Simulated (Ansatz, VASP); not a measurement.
# One calculation of LiBe, two programs

```
Li Be
1.0
     2.19747   -0.36226   -0.41684
     0.43332    3.63555   -0.92260
    -2.12939    1.64880    5.50136
Li Be
2 2
Direct
  0.60581 0.93786 0.89810
  0.70514 0.43668 0.18541
  0.56193 0.43802 0.62605
  0.75606 0.93679 0.45764
```

Alike in both runs: functional PBE; k mesh 6 × 6 × 4; occupations gaussian, width 0.1 eV; no spin polarisation.

Ansatz relaxed the structure, and its values are those at the end. VASP's run is a single point on that final structure, the one shown.

```csv
,VASP,Ansatz
version,VASP 6.6.1,Ansatz 0.2.0
potentials or method,"VASP PAW PBE potentials, release 64 (Li_sv, Be), cutoff 520 eV","scalar-relativistic, plane waves, PAW"
valence electrons in the cell,10,10
```

```csv
,VASP,Ansatz,Ansatz less VASP
gap on the k mesh at the Fermi level (eV),none,none,-
rms of the force components (eV/Å),0.006,0.006,0.0000
```

A gap of «none» marks a metal or a gap that the smearing closes. The functional is the same, so the differences come from potentials, cutoffs and numerics.

The k mesh is coarse, so the values compare programs but aren't converged. Noted on VASP's run: the cutoff is under 1.25 times that of the potentials, so the pressure is a little rough.
